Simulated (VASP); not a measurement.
# CuO (P1) in VASP: a series of runs, part 2 of 2

VASP 6.6.1.

**3. Single point, r2SCAN**

POSCAR

```
CuO
1.0
    0.1896038200     -2.1722883700     -2.0431441000
   -2.0197235200      0.1062952100     -1.9598354900
    2.3832003700      2.2858393900     -4.3894430400
Cu O
2 2
Direct
    0.4562322400      0.5306856300      0.4854117400
    0.9742842800      0.9858673900      0.0243612000
    0.8016626700      0.7447211200      0.7392802400
    0.2678208100      0.2387258700      0.2509468100
```

INCAR.step1

```
ALGO = Normal
EDIFF = 1E-4
ENCUT = 520
GGA = PE
ISMEAR = -1
LASPH = T
LCHARG = F
LREAL = F
LWAVE = T
NBANDS = 25
NELM = 100
PREC = Accurate
SIGMA = 0.05
```

INCAR.step2

```
ALGO = Normal
EDIFF = 1E-6
ENCUT = 520
ISIF = 2
ISMEAR = -1
ISTART = 1
LASPH = T
LCHARG = F
LMIXTAU = T
LREAL = F
LWAVE = F
METAGGA = R2SCAN
NBANDS = 25
NELM = 100
PREC = Accurate
SIGMA = 0.05
```

KPOINTS

```
k-points
0
Gamma
  10 10 5
```

Potentials or basis: VASP PAW PBE potentials, release 64 (Cu, O).

The run is started by

```
$ cat potpaw_PBE.64/Cu/POTCAR potpaw_PBE.64/O/POTCAR > POTCAR
$ cp INCAR.step1 INCAR
$ mpirun -np 1 vasp_std > vasp.out
$ cp INCAR.step2 INCAR
$ mpirun -np 1 vasp_std > vasp.out
```

OUTCAR:

```text
EDIFF = 1E-6
   ENCUT = 520
   ISIF = 2
   ISMEAR = -1
   ISTART = 1
   LASPH = T
   LREAL = F
   METAGGA = R2SCAN
   NELM = 100
   PREC = Accurate

 ion  position               nearest neighbor table
   1  0.456  0.531  0.485-   4 1.99   4 2.03   3 2.04   3 2.26   3 2.29   4 2.34
   2  0.974  0.986  0.024-   4 2.08   4 2.09   3 2.11   4 2.12   3 2.26
   3  0.802  0.745  0.739-   1 2.04   2 2.11   2 2.26   1 2.26   1 2.29
   4  0.268  0.239  0.251-   1 1.99   1 2.03   2 2.08   2 2.09   2 2.12   1 2.34

  Warning from LATTYP: Got some problem with cell dimensions!
  Tried to take original basis but could not verify dimensions!
  LATTYP: Found a triclinic cell.
 ALAT       =     3.1749032664
 B/A-ratio  =     2.7251577931
 C/A-ratio  =     2.2383871059
 COS(alpha) =     0.0043496800
 COS(beta)  =     0.6735101966
 COS(gamma) =     0.7129624062

  Lattice vectors:

 A1 = (   2.2093273400,  -2.2785835800,  -0.0833086100)
 A2 = (   8.6319747500,  -0.2053346100,  -0.5530806700)
 A3 = (   0.0157307900,  -6.7367113400,   2.2629903300)

Analysis of symmetry for initial positions (statically):
=====================================================================
 Subroutine PRICEL returns:
 Original cell was already a primitive cell.

 Routine SETGRP: Setting up the symmetry group for a
 triclinic supercell.

 Subroutine GETGRP returns: Found  1 space group operations
 (whereof  1 operations were pure point group operations)
 out of a pool of  2 trial point group operations.

The static configuration has the point symmetry C_1 .

Analysis of symmetry for dynamics (positions and initial velocities):
=====================================================================
 Subroutine PRICEL returns:
 Original cell was already a primitive cell.

 Routine SETGRP: Setting up the symmetry group for a
 triclinic supercell.

 Subroutine GETGRP returns: Found  1 space group operations
[... 123 lines left out ...]
   EFERMI_NEDOS =   21; number of points for ismear=-14 and -15
   IALGO  =     38    algorithm
   IMIX   =      4    mixing-type and parameters
     AMIX     =   0.40;   BMIX     =  1.00
     AMIX_MAG =   1.60;   BMIX_MAG =  1.00
  volume/ion in A,a.u.               =      10.03        67.68
  Fermi-wavevector in a.u.,A,eV,Ry     =   1.549280  2.927715 32.657640  2.400269
  Thomas-Fermi vector in A             =   2.654110
   LORBIT       =      0    0 simple, 1 ext, 2 COOP (PROOUT), +10 PAW based schemes
   METAGGA = R2SCAN    functional components
   LHFCALC =     F    Hartree Fock is set to
   AEXX    =    0.0000 exact exchange contribution
   IVDW    =     0    specifies the selected vdW correction
   LEPSILON=     F    determine dielectric tensor
   LRPA    =     F    only Hartree local field effects (RPA)
 non-spin polarized calculation
  energy-cutoff  :      520.00
  volume of cell :       40.12
 maximum number of plane-waves:      1099
 NGX is ok and might be reduce to    24
   NGX = 11   NGY = 11   NGZ = 21

 number of electron      34.0000006 magnetization

 Free energy of the ion-electron system (eV)
  ---------------------------------------------------
  ext. energy  EPLUGINS =         0.00000000
  ---------------------------------------------------
  free energy    TOTEN  =       -35.36219976 eV

  energy without entropy =      -35.33319917  energy(sigma->0) =      -35.34769946

 E-fermi :   5.1673     XC(G=0): -12.7734

 val. band max:        5.1543706450   @ k =  -0.3000   0.3000   0.4000
 cond. band min:       5.1677246793   @ k =  -0.1000   0.2000  -0.0000
 fundamental gap:      0.0133540343
 Fermi energy:         5.1672882304

 k-point     1 :       0.0000    0.0000    0.0000
  band No.  band energies     occupation
      1     -15.2654      2.00000
      2     -13.7666      2.00000
      3      -2.1570      2.00000
      4       0.2659      2.00000
      5       0.7025      2.00000
      6       1.8798      2.00000
[... 661 lines left out ...]
     24      18.0468      0.00000
     25      19.4024      0.00000

 [... further k-points ...]

------------------------ aborting loop because EDIFF is reached ----------------------------------------

  FORCE on cell =-STRESS in cart. coord.  units (eV):
  Direction    XX          YY          ZZ          XY          YZ          ZX
  --------------------------------------------------------------------------------------
  -------------------------------------------------------------------------------------
  Total       -2.6893256     -2.2926595     -2.6717215      0.3827928      0.5589153      2.2543404
  in kB     -107.4089255    -91.5664871   -106.7058376     15.2883536     22.3225065     90.0360588
  external PRESSURE =    -101.8937501 kB  Pullay stress =       0.0000000 kB

 VOLUME and BASIS-vectors are now :
 -----------------------------------------------------------------------------
  energy-cutoff  :      520.00
  volume of cell :       40.12
      direct lattice vectors                 reciprocal lattice vectors
     0.189603820 -2.172288370 -2.043144100     0.100043116 -0.337428150 -0.121401226
    -2.019723520  0.106295210 -1.959835490    -0.354112254  0.100633265 -0.139855778
     2.383200370  2.285839390 -4.389443040     0.111540179  0.112130328 -0.108866997

 POSITION                                       TOTAL-FORCE (eV/Angst)
 -----------------------------------------------------------------------------------
      0.17150      0.17491     -4.10289         1.119481      0.040639     -1.271755
     -1.74839     -1.95595     -4.02967        -0.793688     -1.086514      0.594855
      0.40972      0.02759     -6.34247         0.081002      0.579944      0.025358
      0.16668      0.01722     -2.11658        -0.406794      0.465931      0.651543
 -----------------------------------------------------------------------------------
    total drift:                               -0.005076      0.014172     -0.009719

  FREE ENERGIE OF THE ION-ELECTRON SYSTEM (eV)
  ---------------------------------------------------
  free  energy   TOTEN  =       -35.3621997580 eV

  energy  without entropy=      -35.3331991687  energy(sigma->0) =      -35.34769946
```

OSZICAR.step1:

```text
N       E                     dE             d eps       ncg     rms          rms(c)
DAV:   1     0.296981867234E+03    0.29698E+03   -0.16208E+04 13264   0.218E+03
DAV:   2     0.118663810049E+02   -0.28512E+03   -0.26454E+03 12883   0.401E+02
DAV:   3    -0.232029123332E+02   -0.35069E+02   -0.32999E+02 15115   0.154E+02
DAV:   4    -0.244610332639E+02   -0.12581E+01   -0.12463E+01 15609   0.317E+01
DAV:   5    -0.244818446176E+02   -0.20811E-01   -0.20800E-01 16072   0.363E+00    0.162E+01
DAV:   6    -0.225409507828E+02    0.19409E+01   -0.34518E+01 17760   0.142E+02    0.153E+01
DAV:   7    -0.191010658318E+02    0.34399E+01   -0.16455E+01 16582   0.111E+02    0.572E+00
DAV:   8    -0.187384627681E+02    0.36260E+00   -0.17891E+00 19512   0.151E+01    0.293E+00
DAV:   9    -0.187196766030E+02    0.18786E-01   -0.26637E-01 19647   0.188E+01    0.287E+00
DAV:  10    -0.186306588224E+02    0.89018E-01   -0.13671E-01 22063   0.151E+01    0.115E+00
DAV:  11    -0.186227333473E+02    0.79255E-02   -0.81237E-02 17891   0.729E+00    0.666E-01
DAV:  12    -0.186173365126E+02    0.53968E-02   -0.27187E-02 19758   0.511E+00    0.356E-01
DAV:  13    -0.186155269761E+02    0.18095E-02   -0.53230E-03 20362   0.178E+00    0.680E-02
DAV:  14    -0.186155918667E+02   -0.64891E-04   -0.69096E-04 19130   0.358E-01
   1 F= -.18615592E+02 E0= -.18600545E+02  d E =-.300932E-01
```

It took 10 min on 1 thread of AMD EPYC 9R45 (Zen 5), shared host; peak memory 0.3 GiB.

What came out:

| Property | Result |
| --- | --- |
| Free energy | -35.3622 eV |
| Pressure | -10.2 GPa |
| Largest force | 1.695 eV/Å |
| Band gap on the k mesh | zero (band 17 reaches 5.64 eV, above the bottom of band 18 at 4.89 eV) |

Forces in eV/Å, atoms in the order of the input:
```
Cu   1.119  0.041 -1.272
Cu  -0.794 -1.087  0.595
O    0.081  0.580  0.025
O   -0.407  0.466  0.652
```

Caveat: the PAW data sets were made with another functional, which shifts forces and pressure a little; semilocal functionals often make such compounds metallic where correlation or magnetic order opens a gap, which also shifts bond lengths. With open d or f shells a metallic result of r2SCAN can be an artefact of self-interaction; +U or a hybrid may open a gap.

**4. Single point, LDA+U**

INCAR

```
SYSTEM = CuO
ALGO     = Normal         ! electronic algorithm
EDIFF    = 1E-7           ! SCF threshold, eV
ENCUT    = 520            ! plane-wave cutoff, eV
GGA      = CA             ! functional
ISIF     = 2              ! what is computed and relaxed
ISMEAR   = -1             ! smearing method
LASPH    = .True.         ! aspherical terms in the spheres
LCHARG   = .False.        ! write CHGCAR
LDAU     = .True.         ! DFT+U
LDAUJ    = 0 0          
LDAUL    = 2 -1           ! shell
LDAUPRINT= 1            
LDAUTYPE = 2            
LDAUU    = 4.5 0          ! U, eV
LMAXMIX  = 4              ! l up to which the mixer works
LREAL    = .False.        ! projectors in reciprocal space
LWAVE    = .False.        ! write WAVECAR
NBANDS   = 25             ! bands
NELM     = 150            ! most SCF steps
PREC     = Accurate       ! precision mode
SIGMA    = 0.05           ! smearing width, eV
```

KPOINTS

```
k-points
0
Gamma
  10 10 5
  0 0 0
```

POSCAR is that of step 3.

Potentials or basis: VASP PAW LDA potentials, release 64 (Cu, O).

The run is started by

```
$ cat potpaw_LDA.64/Cu/POTCAR potpaw_LDA.64/O/POTCAR > POTCAR
$ mpirun -np 1 vasp_std > vasp.out
```

Wall time 3.2 min (1 thread of Intel Xeon Platinum 8488C (Sapphire Rapids), shared host); peak memory 0.3 GiB.

Results (log left out):

- Free energy: -18.9842 eV
- Pressure: -21.0 GPa
- Largest force: 1.279 eV/Å
- Band gap on the k mesh: zero (band 17 reaches 4.91 eV, above the bottom of band 18 at 4.17 eV)

Forces on the atoms (eV/Å):
```
Cu   0.829  0.053 -0.972
Cu  -0.610 -0.853  0.439
O    0.088  0.376 -0.055
O   -0.307  0.424  0.589
```

Stress tensor (GPa, compression positive):
```
-21.47   1.59   8.30
  1.59 -18.79   2.47
  8.30   2.47 -22.62
```

Levels at points of the mesh, in eV from the Fermi level:
| k point | band 14 | band 15 | band 16 | band 17 | band 18 | band 19 | band 20 | band 21 |
| --- | --- | --- | --- | --- | --- | --- | --- | --- |
| (0.00, 0.00, 0.00) | -1.64 | -1.02 | -0.81 | 0.35 | 0.69 | 1.76 | 6.63 | 8.76 |
| (0.50, 0.00, 0.00) | -1.98 | -1.15 | -0.72 | -0.22 | -0.13 | 7.11 | 7.48 | 8.66 |
| (0.00, 0.50, 0.00) | -1.84 | -1.04 | -0.79 | -0.24 | -0.19 | 7.42 | 7.60 | 9.06 |
| (0.50, 0.50, 0.00) | -1.93 | -1.66 | -1.59 | 0.45 | 0.82 | 5.72 | 6.20 | 10.29 |

Eigenvalues of the final occupation matrices:
```tsv
site	spin	trace	eigenvalues
site 1 d	1	4.65	0.87 0.88 0.97 0.97 0.97
site 1 d	2	4.65	0.87 0.88 0.97 0.97 0.97
site 2 d	1	4.66	0.85 0.92 0.96 0.96 0.96
site 2 d	2	4.66	0.85 0.92 0.96 0.96 0.96
```

Caveat: U without spin polarisation on a metal has little footing; forces of over 1 eV/Å act on the atoms, so gaps and moduli don't describe the material at rest.

**5. Single point, PBE**

INCAR

```
PREC     = Accurate       # precision mode
ENCUT    = 520            # plane-wave cutoff, eV
EDIFF    = 1E-6           # SCF threshold, eV
ISMEAR   = -1             # smearing method
SIGMA    = 0.05           # smearing width, eV
LREAL    = F              # projectors in reciprocal space
LASPH    = T              # aspherical terms in the spheres
NELM     = 60             # most SCF steps
ALGO     = Normal         # electronic algorithm
ISIF     = 2              # what is computed and relaxed
LWAVE    = F              # write WAVECAR
LCHARG   = F              # write CHGCAR
GGA      = PE             # functional
NBANDS   = 25             # bands
```

KPOINTS

```
Automatic mesh
0
Gamma
  4 5 3
```

POSCAR is that of step 4.

Potentials or basis: VASP PAW PBE potentials, release 64 (Cu, O).

The run is started by

```
$ cat potpaw_PBE.64/Cu/POTCAR potpaw_PBE.64/O/POTCAR > POTCAR
$ mpirun -np 1 vasp_std > vasp.out
```

It took 40 s on 1 thread of Intel Xeon 6975P-C, shared host; peak memory 0.17 GiB.

Results (log left out):

```yaml
Free_energy: -18.6536 eV
Pressure: -3.5 GPa
Largest_force: 1.746 eV/Å
Band_gap_on_the_k_mesh: zero (band 17 reaches 5.74 eV, above the bottom of band 18 at 5.26 eV)
```

Forces on the atoms (eV/Å):
```
Cu   1.158 -0.056 -1.305
Cu  -0.775 -1.049  0.583
O    0.038  0.634  0.077
O   -0.422  0.470  0.646
```

Stress tensor (GPa, compression positive):
```
-3.94  1.28  7.54
 1.28 -3.52  1.77
 7.54  1.77 -3.10
```

Levels at points of the mesh, in eV from the Fermi level:
| k point | band 14 | band 15 | band 16 | band 17 | band 18 | band 19 | band 20 | band 21 |
| --- | --- | --- | --- | --- | --- | --- | --- | --- |
| (0.00, 0.00, 0.00) | -1.46 | -1.07 | -0.92 | 0.36 | 0.66 | 1.16 | 6.13 | 8.36 |
| (0.50, 0.00, 0.00) | -1.35 | -0.92 | -0.59 | -0.24 | -0.12 | 6.60 | 6.98 | 8.24 |

Caveat: the k points lie up to 0.58 Å⁻¹ apart; semilocal functionals often make such compounds metallic where correlation or magnetic order opens a gap, which also shifts bond lengths; forces of over 1 eV/Å act on the atoms, so gaps and moduli don't describe the material at rest. With open d or f shells a metallic result of PBE can be an artefact of self-interaction; +U or a hybrid may open a gap.

**6. Single point, LDA**

This run uses another cell than the first one, of 9.43 Å³/atom, 0.940 times its volume.

INCAR

```
SYSTEM = CuO
PREC = Accurate ; ENCUT = 520
EDIFF = 1E-7 ; ISMEAR = -1
SIGMA = 0.05 ; LREAL = .FALSE.
LASPH = .TRUE. ; NELM = 80
ALGO = Normal ; ISIF = 2
LWAVE = .FALSE. ; LCHARG = .FALSE.
NBANDS = 25
```

KPOINTS

```
regular mesh
0
G
  10 10 5
  0 0 0
```

POSCAR

```
CuO
1.0
    0.1857332682     -2.1279435114     -2.0014355785
   -1.9784931036      0.1041253111     -1.9198276214
    2.3345499767      2.2391765132     -4.2998374270
Cu O
2 2
Direct
    0.4562322400      0.5306856300      0.4854117400
    0.9742842800      0.9858673900      0.0243612000
    0.8016626700      0.7447211200      0.7392802400
    0.2678208100      0.2387258700      0.2509468100
```

Potentials or basis: VASP PAW LDA potentials, release 64 (Cu, O).

The run is started by

```
$ cat potpaw_LDA.64/Cu/POTCAR potpaw_LDA.64/O/POTCAR > POTCAR
$ mpirun -np 1 vasp_std > vasp.out
```

Wall time 4 min (1 thread of Intel Xeon 6975P-C, shared host); peak memory 0.3 GiB.

The run converged. Its results:

| Quantity | Value |
| --- | --- |
| Free energy | -22.2657 eV |
| Pressure | -8.9 GPa |
| Largest force | 1.847 eV/Å |
| Band gap on the k mesh | zero (band 17 reaches 6.45 eV, above the bottom of band 18 at 5.66 eV) |

Forces in eV/Å, atoms in the order of the input:
```
Cu   1.217 -0.043 -1.388
Cu  -0.831 -1.116  0.620
O    0.061  0.684  0.064
O   -0.448  0.476  0.704
```

Stress tensor (GPa, compression positive):
```
-9.61  1.37  8.47
 1.37 -8.15  1.93
 8.47  1.93 -8.85
```

Levels at points of the mesh, in eV from the Fermi level:
```
           k point  band 13  band 14  band 15  band 16  band 17  band 18  band 19  band 20  band 21  band 22
(0.00, 0.00, 0.00)    -1.82    -1.62    -1.21    -1.04     0.36     0.68     1.42     6.17     8.70    13.79
(0.50, 0.00, 0.00)    -1.57    -1.47    -1.01    -0.65    -0.31    -0.19     6.82     7.25     8.36     9.49
(0.00, 0.50, 0.00)    -1.46    -1.32    -0.97    -0.70    -0.26    -0.18     7.11     7.32     8.75     9.05
(0.50, 0.50, 0.00)    -1.73    -1.63    -1.52    -1.19     0.52     0.86     5.15     5.71    10.19    10.80
```

Caveat: semilocal functionals often make such compounds metallic where correlation or magnetic order opens a gap, which also shifts bond lengths; forces of over 1 eV/Å act on the atoms, so gaps and moduli don't describe the material at rest. With open d or f shells a metallic result of LDA can be an artefact of self-interaction; +U or a hybrid may open a gap.

**7. Overview**

```csv
level,potentials or basis,U,cell,k mesh,gap on the mesh (eV),pressure (GPa),largest force (eV/Å)
r2SCAN+U,"VASP PAW PBE potentials, release 64 (Cu, O)",Cu d U = 2.0 eV,"a = 2.988, b = 2.816, c = 5.493 Å, angles 74.9, 74.3, 66.2°, 4 atoms",10 × 10 × 5,none,-11.4,1.61
r2SCAN,"VASP PAW PBE potentials, release 64 (Cu, O)",-,"a = 2.988, b = 2.816, c = 5.493 Å, angles 74.9, 74.3, 66.2°, 4 atoms",10 × 10 × 5,none,-10.2,1.69
LDA+U,"VASP PAW LDA potentials, release 64 (Cu, O)",Cu d U = 4.5 eV,"a = 2.988, b = 2.816, c = 5.493 Å, angles 74.9, 74.3, 66.2°, 4 atoms",10 × 10 × 5,none,-21.0,1.28
PBE,"VASP PAW PBE potentials, release 64 (Cu, O)",-,"a = 2.988, b = 2.816, c = 5.493 Å, angles 74.9, 74.3, 66.2°, 4 atoms",4 × 5 × 3,none,-3.5,1.75
LDA,"VASP PAW LDA potentials, release 64 (Cu, O)",-,"a = 2.927, b = 2.759, c = 5.381 Å, angles 74.9, 74.3, 66.2°, 4 atoms",10 × 10 × 5,none,-8.9,1.85
```

Alike in all rows: task single point; no spin polarisation; cutoff (eV) 520; smearing fermi-dirac 0.05 eV.

Caveats: some runs use coarse meshes; semilocal functionals often make such compounds metallic where correlation or magnetic order opens a gap, which also shifts bond lengths (some runs); forces of over 1 eV/Å act on the atoms, so gaps and moduli don't describe the material at rest (some runs); the PAW data sets were made with another functional, which shifts forces and pressure a little (some runs); U without spin polarisation on a metal has little footing (some runs).

Absolute energies hang on the potentials; compare differences alone.
